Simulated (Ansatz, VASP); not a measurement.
# Two plane-wave programs on B6P7

INCAR

```
  PREC = Accurate
  ENCUT = 520
  EDIFF = 1E-6
  ISMEAR = -1
  SIGMA = 0.3447
  LREAL = Auto
  LASPH = T
  NELM = 100
  ALGO = Normal
  ISIF = 2
  LWAVE = F
  LCHARG = F
  GGA = PE
  NBANDS = 72
```

The input KPOINTS:

```
Automatic mesh
0
Gamma
  3 3 3
```

File POSCAR:

```
B6P7
1.0
    7.0133910000      0.4643600000      0.0424130000
    0.4643600000      7.2659330000      0.0942560000
    0.0424130000      0.0942560000      7.1824730000
P B
14 12
Direct
    0.9393831510      0.2377313183      0.2402243608
    0.9135151805      0.6363137612      0.2385341612
    0.5591009599      0.2415273512      0.6578493020
    0.2599573779      0.1603924489      0.9531008051
    0.8599730691      0.3983710608      0.6659884576
    0.4349161827      0.9890802721      0.5465285236
    0.0139991878      0.9489988335      0.3079274696
    0.0616626955      0.8232592813      0.6259157578
    0.0443882907      0.0586464644      0.8333165666
    0.3926619938      0.4757476081      0.9694873952
    0.0371365224      0.5106443428      0.4888266827
    0.9684065685      0.6366028629      0.9148259428
    0.4292501800      0.6405001177      0.3424683449
    0.6949670851      0.0054572608      0.3919570331
    0.6110611269      0.8238526555      0.8868670530
    0.6954543094      0.6154060456      0.3818829691
    0.7008625147      0.6072210654      0.8095037411
    0.5834780518      0.0426721266      0.9160789842
    0.3892474869      0.9559184806      0.0486379952
    0.2054318362      0.7812121041      0.1466329799
    0.9554906830      0.8804579470      0.0966766053
    0.3793173863      0.2023493762      0.4055395366
    0.4881356932      0.1245110549      0.2280763005
    0.5748347137      0.2447955858      0.0360136611
    0.3532371078      0.4174310723      0.4618408903
    0.3502875759      0.4026757585      0.6947149019
```

Input for Ansatz:

```yaml
crystal:
  lattice:
    - [7.013391, 0.46436, 0.042413]
    - [0.46436, 7.265933, 0.094256]
    - [0.042413, 0.094256, 7.182473]
  atoms:
    - { symbol: P, position: [0.939383151, 0.2377313183, 0.2402243608] }
    - { symbol: P, position: [0.9135151805, 0.6363137612, 0.2385341612] }
    - { symbol: P, position: [0.5591009599, 0.2415273512, 0.657849302] }
    - { symbol: P, position: [0.2599573779, 0.1603924489, 0.9531008051] }
    - { symbol: P, position: [0.8599730691, 0.3983710608, 0.6659884576] }
    - { symbol: P, position: [0.4349161827, 0.9890802721, 0.5465285236] }
    - { symbol: P, position: [0.0139991878, 0.9489988335, 0.3079274696] }
    - { symbol: P, position: [0.0616626955, 0.8232592813, 0.6259157578] }
    - { symbol: P, position: [0.0443882907, 0.0586464644, 0.8333165666] }
    - { symbol: P, position: [0.3926619938, 0.4757476081, 0.9694873952] }
    - { symbol: P, position: [0.0371365224, 0.5106443428, 0.4888266827] }
    - { symbol: P, position: [0.9684065685, 0.6366028629, 0.9148259428] }
    - { symbol: P, position: [0.42925018, 0.6405001177, 0.3424683449] }
    - { symbol: P, position: [0.6949670851, 0.0054572608, 0.3919570331] }
    - { symbol: B, position: [0.6110611269, 0.8238526555, 0.886867053] }
    - { symbol: B, position: [0.6954543094, 0.6154060456, 0.3818829691] }
    - { symbol: B, position: [0.7008625147, 0.6072210654, 0.8095037411] }
    - { symbol: B, position: [0.5834780518, 0.0426721266, 0.9160789842] }
    - { symbol: B, position: [0.3892474869, 0.9559184806, 0.0486379952] }
    - { symbol: B, position: [0.2054318362, 0.7812121041, 0.1466329799] }
    - { symbol: B, position: [0.955490683, 0.880457947, 0.0966766053] }
    - { symbol: B, position: [0.3793173863, 0.2023493762, 0.4055395366] }
    - { symbol: B, position: [0.4881356932, 0.1245110549, 0.2280763005] }
    - { symbol: B, position: [0.5748347137, 0.2447955858, 0.0360136611] }
    - { symbol: B, position: [0.3532371078, 0.4174310723, 0.4618408903] }
    - { symbol: B, position: [0.3502875759, 0.4026757585, 0.6947149019] }
basis:
  ecutwfc: 420
kpoints:
  mp_grid: { grid: [3, 3, 3] }
hamiltonian:
  xc: pbe
scf:
  occupations: { method: fermi_dirac, width: 0.3447 }
output:
  forces: true
  stress: true
  eigenvalues: true
  populations: true
  write_density: true
  write_potential: true
  elf: true
  volumetric_format: npy
```

Alike in both runs: task single point; functional PBE; k mesh 3 × 3 × 3; occupations fermi-dirac, width 0.3447 eV; no spin polarisation.

|  | VASP | Ansatz |
| --- | --- | --- |
| version | VASP 6.6.1 | Ansatz 0.2.0 |
| potentials or method | VASP PAW PBE potentials, release 64 (P, B), cutoff 520 eV | scalar-relativistic, plane waves, PAW |
| valence electrons in the cell | 106 | 106 |

```csv
,VASP,Ansatz,Ansatz less VASP
gap on the k mesh at the Fermi level (eV),none,none,-
rms of the force components (eV/Å),1.656,1.668,+0.0127
```

Atom by atom the forces differ by 0.025 eV/Å (rms over components). A gap of «none» marks a metal or a gap that the smearing closes. With one functional, cell and mesh, what is left measures potentials, basis and numerics.
